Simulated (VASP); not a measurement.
# LiGe16 (a cell with a defect) in VASP: single point with PBEsol

Aim: the single point of LiGe16 (a cell with a defect) with PBEsol.

Everything below comes from runs of VASP 6.6.1. Logs are shortened: lines on timing, memory, paths and dates and some standing lists are left out, and cuts for length are marked.

## (1) The cell of the first run

The cell holds a defect, 17 atoms: a = 8.004 Å, b = 8.004 Å, c = 8.004 Å, α = 60.00°, β = 60.00°, γ = 60.00°.

## (2) Single point, PBEsol

The input, INCAR:

```
SYSTEM = LiGe16
PREC = Accurate
ENCUT = 650
EDIFF = 1E-6
ISMEAR = -1
SIGMA = 0.15
LREAL = .FALSE.
LASPH = .TRUE.
NELM = 120
ALGO = Normal
ISIF = 2
LWAVE = .FALSE.
LCHARG = .FALSE.
GGA = PS
NBANDS = 128
GGA_COMPAT = .FALSE.
```

The input, KPOINTS:

```
regular mesh
0
G
  2 2 2
  0 0 0
```

The input, POSCAR:

```
LiGe16
1.0
    0.0000000000      5.6600000000      5.6600000000
    5.6600000000      0.0000000000      5.6600000000
    5.6600000000      5.6600000000      0.0000000000
Ge Li
16 1
Direct
   -0.0145229682     -0.0106713781      0.0197703180
    0.1312544170      0.1061660777      0.1257067138
    0.0127915194     -0.0424734982      0.4979151943
    0.1111749117      0.1076590106      0.6500441696
   -0.0108480565      0.4921201413     -0.0059363958
    0.1128710247      0.6114399293      0.1311219081
    0.0114134276      0.4956007067      0.5233922261
    0.1725530035      0.5913515901      0.6312809187
    0.5062014134      0.0233215548     -0.0470141343
    0.6089664311      0.1199734982      0.1315459364
    0.4726766784      0.0333127208      0.4950795053
    0.6373763251      0.1467226148      0.5865106007
    0.4796466431      0.4913604240      0.0270494700
    0.6102296820      0.6553180212      0.1042932862
    0.5402915194      0.5354328622      0.4770936396
    0.6175971731      0.6430212014      0.6513604240
    0.8978621908      0.3530035336      0.3951060071
```

Potentials or basis: VASP PAW PBE potentials, release 64 (Ge_d, Li_sv).

Launch:

```
> cat potpaw_PBE.64/Ge_d/POTCAR potpaw_PBE.64/Li_sv/POTCAR > POTCAR
> mpirun -np 1 vasp_std > vasp.out
```

OUTCAR:

```text
SYSTEM = LiGe16
   PREC = Accurate
   ENCUT = 650
   EDIFF = 1E-6
   ISMEAR = -1
   LREAL = .FALSE.
   LASPH = .TRUE.
   NELM = 120
   ISIF = 2
   GGA = PS

 ion  position               nearest neighbor table
   1  0.985  0.989  0.020-   2 2.41   4 2.42  10 2.46   6 2.47
   2  0.131  0.106  0.126-   1 2.41   3 2.44   9 2.48   5 2.53
   3  0.013  0.958  0.498-   8 2.42   2 2.44  12 2.49  17 2.60   4 2.63
   4  0.111  0.108  0.650-  11 2.39   1 2.42   7 2.55   3 2.63  17 2.66
   5  0.989  0.492  0.994-   8 2.41   6 2.49  14 2.49   2 2.53  17 2.64
   6  0.113  0.611  0.131-  13 2.40   1 2.47   5 2.49   7 2.58  17 2.69
   7  0.011  0.496  0.523-   8 2.40  17 2.52   4 2.55  16 2.58   6 2.58
   8  0.173  0.591  0.631-   7 2.40   5 2.41   3 2.42  15 2.45
   9  0.506  0.023  0.953-  12 2.40  14 2.41   2 2.48  10 2.50
  10  0.609  0.120  0.132-  11 2.39  13 2.43   1 2.46   9 2.50
  11  0.473  0.033  0.495-   4 2.39  10 2.39  12 2.43  16 2.57
  12  0.637  0.147  0.587-   9 2.40  11 2.43   3 2.49  15 2.57  17 2.67
  13  0.480  0.491  0.027-   6 2.40  10 2.43  14 2.45  16 2.47
  14  0.610  0.655  0.104-   9 2.41  13 2.45  15 2.48   5 2.49
  15  0.540  0.535  0.477-  17 2.38  16 2.38   8 2.45  14 2.48  12 2.57
  16  0.618  0.643  0.651-  15 2.38  13 2.47  11 2.57   7 2.58
  17  0.898  0.353  0.395-  15 2.38   7 2.52   3 2.60   5 2.64   4 2.66  12 2.67   6 2.69

  LATTYP: Found a face centered cubic cell.
 ALAT       =    11.3200000000

  Lattice vectors:

 A1 = (   0.0000000000,   5.6600000000,   5.6600000000)
 A2 = (   5.6600000000,   0.0000000000,   5.6600000000)
 A3 = (   5.6600000000,   5.6600000000,   0.0000000000)

Analysis of symmetry for initial positions (statically):
=====================================================================
 Subroutine PRICEL returns:
 Original cell was already a primitive cell.

 Routine SETGRP: Setting up the symmetry group for a
 face centered cubic supercell.

 Subroutine GETGRP returns: Found  1 space group operations
 (whereof  1 operations were pure point group operations)
 out of a pool of 48 trial point group operations.

The static configuration has the point symmetry C_1 .

Analysis of symmetry for dynamics (positions and initial velocities):
=====================================================================
 Subroutine PRICEL returns:
 Original cell was already a primitive cell.

 Routine SETGRP: Setting up the symmetry group for a
 face centered cubic supercell.

 Subroutine GETGRP returns: Found  1 space group operations
 (whereof  1 operations were pure point group operations)
 out of a pool of 48 trial point group operations.

The dynamic configuration has the point symmetry C_1 .

 Subroutine INISYM returns: Found  1 space group operations
 (whereof  1 operations are pure point group operations),
 and found     1 'primitive' translations

----------------------------------------------------------------------------------------

                                     Primitive cell

  volume of cell :     362.6430

  direct lattice vectors                    reciprocal lattice vectors
     0.000000000  5.660000000  5.660000000    -0.088339223  0.088339223  0.088339223
     5.660000000  0.000000000  5.660000000     0.088339223 -0.088339223  0.088339223
     5.660000000  5.660000000  0.000000000     0.088339223  0.088339223 -0.088339223

  length of vectors
     8.004448763  8.004448763  8.004448763     0.153008022  0.153008022  0.153008022

  position of ions in fractional coordinates (direct lattice)
     0.985477032  0.989328622  0.019770318
     0.131254417  0.106166078  0.125706714
     0.012791519  0.957526502  0.497915194
     0.111174912  0.107659011  0.650044170
     0.989151943  0.492120141  0.994063604
     0.112871025  0.611439929  0.131121908
[... 9 lines left out ...]
     0.617597173  0.643021201  0.651360424
     0.897862191  0.353003534  0.395106007

  ion indices of the primitive-cell ions
   primitive index   ion index
                 1           1
                 2           2
                 3           3
                 4           4
                 5           5
                 6           6
[... 9 lines left out ...]
                16          16
                17          17

----------------------------------------------------------------------------------------

 KPOINTS: regular mesh

Automatic generation of k-mesh.
 Grid dimensions read from file:
 generate k-points for:    2    2    2

 Generating k-lattice:

  Cartesian coordinates                     Fractional coordinates (reciprocal lattice)
    -0.044169611  0.044169611  0.044169611     0.500000000  0.000000000  0.000000000
     0.044169611 -0.044169611  0.044169611     0.000000000  0.500000000  0.000000000
     0.044169611  0.044169611 -0.044169611     0.000000000  0.000000000  0.500000000

  Length of vectors
     0.076504011  0.076504011  0.076504011

  Shift w.r.t. Gamma in fractional coordinates (k-lattice)
     0.000000000  0.000000000  0.000000000

 Subroutine IBZKPT returns following result:
 ===========================================

 Found      8 irreducible k-points:

 Following reciprocal coordinates:
            Coordinates               Weight
  0.000000  0.000000  0.000000      1.000000
  0.500000  0.000000  0.000000      1.000000
  0.000000  0.500000  0.000000      1.000000
  0.000000  0.000000  0.500000      1.000000
  0.500000  0.500000  0.500000      1.000000
  0.500000  0.500000  0.000000      1.000000
  0.000000  0.500000  0.500000      1.000000
  0.500000  0.000000  0.500000      1.000000
   k-points           NKPTS =      8   k-points in BZ     NKDIM =      8   number of bands    NBANDS=    128
   number of dos      NEDOS =    301   number of ions     NIONS =     17
   total plane-waves  NPLWV = 343000
   dimension x,y,z NGX =    70 NGY =   70 NGZ =   70
   dimension x,y,z NGXF=   140 NGYF=  140 NGZF=  140
   ions per type =              16   1
   NGX,Y,Z   is equivalent  to a cutoff of  14.54, 14.54, 14.54 a.u.
   NGXF,Y,Z  is equivalent  to a cutoff of  29.08, 29.08, 29.08 a.u.
 SYSTEM =  LiGe16
   PREC   = accura    normal or accurate (medium, high low for compatibility)
   ISTART =      0    job   : 0-new  1-cont  2-samecut
   ICHARG =      2    charge: 1-file 2-atom 10-const
   ISPIN  =      1    spin polarized calculation?
   LNONCOLLINEAR =      F non collinear calculations
   LSORBIT =      F    spin-orbit coupling
   LASPH  =      T    aspherical Exc in radial PAW
   ENCUT  =  650.0 eV  47.77 Ry    6.91 a.u.  16.64 16.64 16.64*2*pi/ulx,y,z
   NELM   =    120;   NELMIN=  2; NELMDL= -5     # of ELM steps
   EDIFF  = 0.1E-05   stopping-criterion for ELM
   LREAL  =      F    real-space projection
   EDIFFG = 0.1E-04   stopping-criterion for IOM
   NSW    =      0    number of steps for IOM
   IBRION =     -1    ionic relax: 0-MD 1-quasi-New 2-CG
   NFREE  =      0    steps in history (QN), initial steepest desc. (CG)
   ISIF   =      2    stress and relaxation
   ISYM   =      2    0-nonsym 1-usesym 2-fastsym
   POTIM  = 0.5000    time-step for ionic-motion
   TEBEG  =    0.0;   TEEND  =   0.0 temperature during run
   PSTRESS=    0.0 pullay stress
   NELECT =     227.0000    total number of electrons
   NUPDOWN=      -1.0000    fix difference up-down
   EMIN   =  10.00;   EMAX   =-10.00  energy-range for DOS
   EFERMI =   0.00;   METHOD = LEGACY
   ISMEAR =    -1;   SIGMA  =   0.15  broadening in eV -4-tet -1-fermi 0-gaus
   EFERMI_NEDOS =   21; number of points for ismear=-14 and -15
   IALGO  =     38    algorithm
   IMIX   =      4    mixing-type and parameters
     AMIX     =   0.40;   BMIX     =  1.00
     AMIX_MAG =   1.60;   BMIX_MAG =  1.00
  volume/ion in A,a.u.               =      21.33       143.96
  Fermi-wavevector in a.u.,A,eV,Ry     =   1.400416  2.646402 26.683264  1.961165
  Thomas-Fermi vector in A             =   2.523379
   LORBIT       =      0    0 simple, 1 ext, 2 COOP (PROOUT), +10 PAW based schemes
   GGA     = PS    functional components
   LHFCALC =     F    Hartree Fock is set to
   AEXX    =    0.0000 exact exchange contribution
   IVDW    =     0    specifies the selected vdW correction
   LEPSILON=     F    determine dielectric tensor
   LRPA    =     F    only Hartree local field effects (RPA)
 non-spin polarized calculation
  energy-cutoff  :      650.00
  volume of cell :      362.64
 maximum number of plane-waves:     13635
 NGX is ok and might be reduce to    70
   NGX = 33   NGY = 33   NGZ = 33

 number of electron     226.9999996 magnetization

 Free energy of the ion-electron system (eV)
  ---------------------------------------------------
  ext. energy  EPLUGINS =         0.00000000
  ---------------------------------------------------
  free energy    TOTEN  =       -78.41038584 eV

  energy without entropy =      -78.07043875  energy(sigma->0) =      -78.24041230

 E-fermi :   5.1404     XC(G=0): -10.2383

 val. band max:        5.0983959614   @ k =   0.0000   0.0000   0.0000
 cond. band min:       5.1612194696   @ k =   0.0000   0.0000   0.0000
 fundamental gap:      0.0628235082
 Fermi energy:         5.1404082330

 k-point     1 :       0.0000    0.0000    0.0000
  band No.  band energies     occupation
      1     -41.1308      2.00000
      2     -19.8180      2.00000
      3     -19.7978      2.00000
      4     -19.7795      2.00000
      5     -19.7268      2.00000
      6     -19.7215      2.00000
[... 117 lines left out ...]
    124       5.9203      0.01098
    125       7.3171      0.00000

 k-point     2 :       0.5000    0.0000    0.0000
  band No.  band energies     occupation
      1     -41.1308      2.00000
      2     -19.8206      2.00000
      3     -19.8004      2.00000
      4     -19.7839      2.00000
      5     -19.7364      2.00000
      6     -19.7263      2.00000
[... 885 lines left out ...]
    124       8.9959      0.00000
    125       9.0640      0.00000
 [bands above 125 left out]

------------------------ aborting loop because EDIFF is reached ----------------------------------------

  FORCE on cell =-STRESS in cart. coord.  units (eV):
  Direction    XX          YY          ZZ          XY          YZ          ZX
  --------------------------------------------------------------------------------------
  -------------------------------------------------------------------------------------
  Total        7.2597308      7.8733631      7.2194594      1.5497566      0.4213625     -0.9975429
  in kB       32.0739027     34.7849655     31.8959816      6.8469127      1.8616036     -4.4072014
  external PRESSURE =      32.9182833 kB  Pullay stress =       0.0000000 kB

 VOLUME and BASIS-vectors are now :
 -----------------------------------------------------------------------------
  energy-cutoff  :      650.00
  volume of cell :      362.64
      direct lattice vectors                 reciprocal lattice vectors
     0.000000000  5.660000000  5.660000000    -0.088339223  0.088339223  0.088339223
     5.660000000  0.000000000  5.660000000     0.088339223 -0.088339223  0.088339223
     5.660000000  5.660000000  0.000000000     0.088339223  0.088339223 -0.088339223

 POSITION                                       TOTAL-FORCE (eV/Angst)
 -----------------------------------------------------------------------------------
      5.71150      5.68970     11.17740        -0.160408     -0.004854     -0.395661
      1.31240      1.45440      1.34380        -0.031987     -0.203325      0.472016
      8.23780      2.89060      5.49200         0.775735      0.257699      0.490815
      4.28860      4.30850      1.23860        -0.035302     -0.709499     -0.137229
      8.41180     11.22500      8.38400         0.095943      0.303343     -0.165076
      4.20290      1.38100      4.09960         0.723378      0.131381     -0.178848
[... 9 lines left out ...]
      7.32620      7.18230      7.13510         0.408396      0.405770      0.951791
      4.23430      7.31820      7.07990        -0.417212      0.277221      0.215517
 -----------------------------------------------------------------------------------
    total drift:                                0.000831     -0.000847      0.001462

  FREE ENERGIE OF THE ION-ELECTRON SYSTEM (eV)
  ---------------------------------------------------
  free  energy   TOTEN  =       -78.4103858372 eV

  energy  without entropy=      -78.0704387546  energy(sigma->0) =      -78.24041230
```

Wall time 32 min (1 thread of Intel Xeon 8259CL, shared host); peak memory 0.9 GiB.

Results:

```
Free energy            : -78.4104 eV
Pressure               : 3.3 GPa
Largest force          : 1.299 eV/Å
Band gap on the k mesh : zero (an odd number of electrons rules out a gap without spin polarisation)
```

Forces on the atoms (eV/Å):
```
Ge  -0.160 -0.005 -0.396
Ge  -0.032 -0.203  0.472
Ge   0.776  0.258  0.491
Ge  -0.035 -0.709 -0.137
Ge   0.096  0.303 -0.165
Ge   0.723  0.131 -0.179
Ge  -0.316 -0.702 -0.464
Ge  -0.105  0.045  0.117
Ge   0.812  0.305 -0.227
Ge  -0.535 -0.308  0.248
Ge  -0.487  0.933 -0.446
Ge  -0.019 -0.168  0.151
Ge  -0.198 -0.123  0.496
Ge  -0.312  0.385 -0.143
Ge  -0.197 -0.823 -0.985
Ge   0.408  0.406  0.952
Li  -0.417  0.277  0.216
```

Caveat: the k points lie up to 0.48 Å⁻¹ apart, too coarse for converged energies and pressures of a metal; the PAW data sets were made with another functional, which shifts forces and pressure a little.
